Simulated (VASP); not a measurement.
# CuO (Tenorite) (C2/c) in VASP: single point with PBEsol

Aim: the single point of CuO (Tenorite) with PBEsol.

Everything below comes from runs of VASP 6.6.1. Logs are shortened: lines on timing, memory, paths and dates and some standing lists are left out, and cuts for length are marked.

### 1 The cell of the first run

The typed cell holds 4 atoms: a = 2.894 Å, b = 2.894 Å, c = 5.092 Å, α = 90.01°, β = 90.01°, γ = 89.77°.

### 2 Single point, PBEsol

The input, INCAR:

```
SYSTEM = CuO
ALGO = Normal
EDIFF = 1E-7
ENCUT = 520
GGA = PS
ISIF = 2
ISMEAR = 0
LASPH = .True.
LCHARG = .True.
LELF = .True.
LREAL = .False.
LVHAR = .True.
LWAVE = .False.
NBANDS = 25
NELM = 80
PREC = Accurate
SIGMA = 0.1
```

The input, KPOINTS:

```
k-points
0
Gamma
  16 16 8
  0 0 0
```

The input, POSCAR:

```
CuO
1.0
    2.0443624575     -2.0423065868      0.1596126392
    2.0443624575      2.0423065868      0.1596126392
   -0.3973201856      0.0000000000      5.0764977029
Cu O
2 2
Direct
    0.0000000000      0.5000000000      0.0000000000
    0.5000000000      0.0000000000      0.5000000000
    0.5000411460      0.4999588540      0.2500000000
    0.4999588540      0.5000411460      0.7500000000
```

Potentials or basis: VASP PAW PBE potentials, release 64 (Cu, O).

On the command line:

```bash
> cat potpaw_PBE.64/Cu/POTCAR potpaw_PBE.64/O/POTCAR > POTCAR
> mpirun -np 1 vasp_std > vasp.out
```

OUTCAR:

```text
SYSTEM = CuO
   EDIFF = 1E-7
   ENCUT = 520
   GGA = PS
   ISIF = 2
   ISMEAR = 0
   LASPH = .True.
   LREAL = .False.
   NELM = 80
   PREC = Accurate

 ion  position               nearest neighbor table
   1  0.000  0.500  0.000-   3 1.93   4 1.93   4 1.93   3 1.93
   2  0.500  0.000  0.500-   4 1.93   3 1.93   4 1.93   3 1.93
   3  0.500  0.500  0.250-   2 1.93   1 1.93   2 1.93   1 1.93
   4  0.500  0.500  0.750-   1 1.93   2 1.93   2 1.93   1 1.93

  LATTYP: Found a base centered monoclinic cell.
 ALAT       =     4.1011676641
 B/A-ratio  =     0.9959634690
 C/A-ratio  =     1.2416030824
 COS(beta)  =    -0.0001908971

  Lattice vectors:

 A1 = (   2.0443624575,  -2.0423065868,   0.1596126392)
 A2 = (   2.0443624575,   2.0423065868,   0.1596126392)
 A3 = (  -0.3973201856,   0.0000000000,   5.0764977029)

Analysis of symmetry for initial positions (statically):
=====================================================================
 Subroutine PRICEL returns:
 Original cell was already a primitive cell.

 Routine SETGRP: Setting up the symmetry group for a
 base centered monoclinic supercell.

 Subroutine GETGRP returns: Found  4 space group operations
 (whereof  2 operations were pure point group operations)
 out of a pool of  4 trial point group operations.

The static configuration has the point symmetry S_2 .
 The point group associated with its full space group is C_2h.

Analysis of symmetry for dynamics (positions and initial velocities):
=====================================================================
 Subroutine PRICEL returns:
 Original cell was already a primitive cell.

 Routine SETGRP: Setting up the symmetry group for a
 base centered monoclinic supercell.

 Subroutine GETGRP returns: Found  4 space group operations
 (whereof  2 operations were pure point group operations)
 out of a pool of  4 trial point group operations.

The dynamic configuration has the point symmetry S_2 .
 The point group associated with its full space group is C_2h.

 Subroutine INISYM returns: Found  4 space group operations
 (whereof  2 operations are pure point group operations),
 and found     1 'primitive' translations

----------------------------------------------------------------------------------------

                                     Primitive cell

  volume of cell :      42.6500

  direct lattice vectors                    reciprocal lattice vectors
     2.044362458 -2.042306587  0.159612639     0.243089595 -0.244821225  0.019025795
     2.044362458  2.042306587  0.159612639     0.243089595  0.244821225  0.019025795
    -0.397320186  0.000000000  5.076497703    -0.015286197  0.000000000  0.195789803

  length of vectors
     2.894116488  2.894116488  5.092022413     0.345531423  0.345531423  0.196385628

  position of ions in fractional coordinates (direct lattice)
     1.000000000  0.500000000  0.000000000
     0.500000000  0.000000000  0.500000000
     0.500041146  0.499958854  0.250000000
     0.499958854  0.500041146  0.750000000

  ion indices of the primitive-cell ions
   primitive index   ion index
                 1           1
                 2           2
                 3           3
                 4           4

----------------------------------------------------------------------------------------

 KPOINTS: k-points

Automatic generation of k-mesh.
 Grid dimensions read from file:
 generate k-points for:   16   16    8

 Generating k-lattice:

  Cartesian coordinates                     Fractional coordinates (reciprocal lattice)
     0.015193100 -0.015301327  0.001189112     0.062500000 -0.000000000  0.000000000
     0.015193100  0.015301327  0.001189112    -0.000000000  0.062500000  0.000000000
    -0.001910775  0.000000000  0.024473725     0.000000000  0.000000000  0.125000000

  Length of vectors
     0.021595714  0.021595714  0.024548203

  Shift w.r.t. Gamma in fractional coordinates (k-lattice)
     0.000000000  0.000000000  0.000000000

 Subroutine IBZKPT returns following result:
 ===========================================

 Found    554 irreducible k-points:

 Following reciprocal coordinates:
            Coordinates               Weight
  0.000000  0.000000  0.000000      1.000000
  0.062500 -0.000000 -0.000000      4.000000
  0.125000 -0.000000 -0.000000      4.000000
  0.187500 -0.000000 -0.000000      4.000000
  0.250000 -0.000000 -0.000000      4.000000
  0.312500 -0.000000 -0.000000      4.000000
[... 16 lines left out ...]
 -0.125000  0.062500  0.000000      4.000000
 -0.062500  0.062500  0.000000      2.000000
 [... further k-points ...]
   k-points           NKPTS =    554   k-points in BZ     NKDIM =    554   number of bands    NBANDS=     25
   number of dos      NEDOS =    301   number of ions     NIONS =      4
   total plane-waves  NPLWV =  23040
   dimension x,y,z NGX =    24 NGY =   24 NGZ =   40
   dimension x,y,z NGXF=    48 NGYF=   48 NGZF=   80
   ions per type =               2   2
   NGX,Y,Z   is equivalent  to a cutoff of  13.79, 13.79, 13.06 a.u.
   NGXF,Y,Z  is equivalent  to a cutoff of  27.57, 27.57, 26.12 a.u.
 SYSTEM =  CuO
   PREC   = accura    normal or accurate (medium, high low for compatibility)
   ISTART =      0    job   : 0-new  1-cont  2-samecut
   ICHARG =      2    charge: 1-file 2-atom 10-const
   ISPIN  =      1    spin polarized calculation?
   LNONCOLLINEAR =      F non collinear calculations
   LSORBIT =      F    spin-orbit coupling
   LASPH  =      T    aspherical Exc in radial PAW
   ENCUT  =  520.0 eV  38.22 Ry    6.18 a.u.   5.38  5.38  9.47*2*pi/ulx,y,z
   NELM   =     80;   NELMIN=  2; NELMDL= -5     # of ELM steps
   EDIFF  = 0.1E-06   stopping-criterion for ELM
   LREAL  =      F    real-space projection
   EDIFFG = 0.1E-05   stopping-criterion for IOM
   NSW    =      0    number of steps for IOM
   IBRION =     -1    ionic relax: 0-MD 1-quasi-New 2-CG
   NFREE  =      0    steps in history (QN), initial steepest desc. (CG)
   ISIF   =      2    stress and relaxation
   ISYM   =      2    0-nonsym 1-usesym 2-fastsym
   POTIM  = 0.5000    time-step for ionic-motion
   TEBEG  =    0.0;   TEEND  =   0.0 temperature during run
   PSTRESS=    0.0 pullay stress
   NELECT =      34.0000    total number of electrons
   NUPDOWN=      -1.0000    fix difference up-down
   EMIN   =  10.00;   EMAX   =-10.00  energy-range for DOS
   EFERMI =   0.00;   METHOD = LEGACY
   ISMEAR =     0;   SIGMA  =   0.10  broadening in eV -4-tet -1-fermi 0-gaus
   EFERMI_NEDOS =   21; number of points for ismear=-14 and -15
   IALGO  =     38    algorithm
   IMIX   =      4    mixing-type and parameters
     AMIX     =   0.40;   BMIX     =  1.00
     AMIX_MAG =   1.60;   BMIX_MAG =  1.00
  volume/ion in A,a.u.               =      10.66        71.95
  Fermi-wavevector in a.u.,A,eV,Ry     =   1.517964  2.868537 31.350756  2.304216
  Thomas-Fermi vector in A             =   2.627149
   LORBIT       =      0    0 simple, 1 ext, 2 COOP (PROOUT), +10 PAW based schemes
   GGA     = PS    functional components
   LHFCALC =     F    Hartree Fock is set to
   AEXX    =    0.0000 exact exchange contribution
   IVDW    =     0    specifies the selected vdW correction
   LEPSILON=     F    determine dielectric tensor
   LRPA    =     F    only Hartree local field effects (RPA)
 non-spin polarized calculation
 Gauss-broadening in eV      SIGMA  =   0.10
  energy-cutoff  :      520.00
  volume of cell :       42.65
 maximum number of plane-waves:      1175
 NGX is ok and might be reduce to    24
   NGX = 11   NGY = 11   NGZ = 19

 number of electron      33.9999966 magnetization

 Free energy of the ion-electron system (eV)
  ---------------------------------------------------
  ext. energy  EPLUGINS =         0.00000000
  ---------------------------------------------------
  free energy    TOTEN  =       -21.48268838 eV

  energy without entropy =      -21.47067204  energy(sigma->0) =      -21.47668021

 E-fermi :   5.2324     XC(G=0): -11.8068

 val. band max:        5.2316015270   @ k =  -0.3125   0.4375   0.3750
 cond. band min:       5.2359150345   @ k =   0.4375   0.3750   0.3750
 fundamental gap:      0.0043135075
 Fermi energy:         5.2324381621

 k-point     1 :       0.0000    0.0000    0.0000
  band No.  band energies     occupation
      1     -14.8617      2.00000
      2     -13.4279      2.00000
      3      -3.3361      2.00000
      4      -0.5048      2.00000
      5      -0.4961      2.00000
      6       1.2530      2.00000
[... 17 lines left out ...]
     24      19.8664      0.00000
     25      20.0655      0.00000

 k-point     2 :       0.0625   -0.0000   -0.0000
  band No.  band energies     occupation
      1     -14.8387      2.00000
      2     -13.4208      2.00000
      3      -3.2980      2.00000
      4      -0.5238      2.00000
      5      -0.4889      2.00000
      6       1.0004      2.00000
[... 17 lines left out ...]
     24      19.9379      0.00000
     25      20.0987      0.00000

 k-point     3 :       0.1250   -0.0000   -0.0000
  band No.  band energies     occupation
      1     -14.7725      2.00000
      2     -13.4013      2.00000
      3      -3.1875      2.00000
      4      -0.5822      2.00000
      5      -0.4576      2.00000
      6       0.4426      2.00000
[... 17 lines left out ...]
     24      20.1527      0.00000
     25      20.1883      0.00000

 k-point     4 :       0.1875   -0.0000   -0.0000
  band No.  band energies     occupation
      1     -14.6709      2.00000
      2     -13.3718      2.00000
      3      -3.0165      2.00000
      4      -0.6532      2.00000
      5      -0.4094      2.00000
      6      -0.2067      2.00000
[... 17 lines left out ...]
     24      20.1380      0.00000
     25      20.3761      0.00000

 k-point     5 :       0.2500   -0.0000   -0.0000
  band No.  band energies     occupation
      1     -14.5469      2.00000
      2     -13.3367      2.00000
      3      -2.8056      2.00000
      4      -0.8514      2.00000
      5      -0.7114      2.00000
      6      -0.3512      2.00000
[... 17 lines left out ...]
     24      19.9097      0.00000
     25      20.4462      0.00000

 k-point     6 :       0.3125   -0.0000   -0.0000
  band No.  band energies     occupation
      1     -14.4178      2.00000
      2     -13.3013      2.00000
      3      -2.5835      2.00000
      4      -1.4242      2.00000
      5      -0.7388      2.00000
      6      -0.2915      2.00000
[... 17 lines left out ...]
     24      19.4168      0.00000
     25      20.3442      0.00000
[... 393 lines left out ...]
 k-point    21 :      -0.2500    0.0625    0.0000
  band No.  band energies     occupation
      1     -14.5248      2.00000
      2     -13.3307      2.00000
      3      -2.7664      2.00000
      4      -0.8416      2.00000
      5      -0.6993      2.00000
      6      -0.3705      2.00000
[... 17 lines left out ...]
     24      19.5695      0.00000
     25      19.9970      0.00000

 k-point    22 :      -0.1875    0.0625    0.0000
  band No.  band energies     occupation
      1     -14.6484      2.00000
      2     -13.3654      2.00000
      3      -2.9777      2.00000
      4      -0.6438      2.00000
      5      -0.4282      2.00000
      6      -0.2037      2.00000
[... 17 lines left out ...]
     24      19.4811      0.00000
     25      20.2072      0.00000

 k-point    23 :      -0.1250    0.0625    0.0000
  band No.  band energies     occupation
      1     -14.7497      2.00000
      2     -13.3946      2.00000
      3      -3.1489      2.00000
      4      -0.5751      2.00000
      5      -0.4757      2.00000
      6       0.4311      2.00000
[... 17 lines left out ...]
     24      19.5489      0.00000
     25      20.2524      0.00000

 k-point    24 :      -0.0625    0.0625    0.0000
  band No.  band energies     occupation
      1     -14.8156      2.00000
      2     -13.4142      2.00000
      3      -3.2597      2.00000
      4      -0.5251      2.00000
      5      -0.4995      2.00000
      6       0.9067      2.00000
[... 17 lines left out ...]
     24      20.0303      0.00000
     25      20.1260      0.00000

 [... further k-points ...]
[... 5 lines left out ...]
  --------------------------------------------------------------------------------------
  -------------------------------------------------------------------------------------
  Total        0.1606191      0.1721505      0.2859316      0.0000000      0.0000000     -0.0087596
  in kB        6.0337743      6.4669593     10.7412274      0.0000000      0.0000000     -0.3290617
  external PRESSURE =       7.7473203 kB  Pullay stress =       0.0000000 kB

 VOLUME and BASIS-vectors are now :
 -----------------------------------------------------------------------------
  energy-cutoff  :      520.00
  volume of cell :       42.65
      direct lattice vectors                 reciprocal lattice vectors
     2.044362458 -2.042306587  0.159612639     0.243089595 -0.244821225  0.019025795
     2.044362458  2.042306587  0.159612639     0.243089595  0.244821225  0.019025795
    -0.397320186  0.000000000  5.076497703    -0.015286197  0.000000000  0.195789803

 POSITION                                       TOTAL-FORCE (eV/Angst)
 -----------------------------------------------------------------------------------
      1.02218      1.02115      0.07981         0.000000     -0.000000     -0.000000
      0.82352     -1.02115      2.61806         0.000000     -0.000000     -0.000000
      1.94503     -0.00017      1.42874        -0.000000     -0.000294      0.000000
      1.74637      0.00017      3.96699         0.000000      0.000294      0.000000
 -----------------------------------------------------------------------------------
    total drift:                                0.000000     -0.000000     -0.000000

  FREE ENERGIE OF THE ION-ELECTRON SYSTEM (eV)
  ---------------------------------------------------
  free  energy   TOTEN  =       -21.4826883782 eV

  energy  without entropy=      -21.4706720363  energy(sigma->0) =      -21.47668021
```

It took 18 min on 1 thread of AMD EPYC 7R43 (Zen 3), shared host; peak memory 0.51 GiB.

Results:

```yaml
Free_energy: -21.4827 eV
Pressure: 0.8 GPa
Band_gap_on_the_k_mesh: zero (band 17 reaches 5.92 eV, above the bottom of band 18 at 4.71 eV)
```

Caveat: the PAW data sets were made with another functional, which shifts forces and pressure a little; semilocal functionals often make such compounds metallic where correlation or magnetic order opens a gap, which also shifts bond lengths. With open d or f shells a metallic result of PBEsol can be an artefact of self-interaction; +U or a hybrid may open a gap.
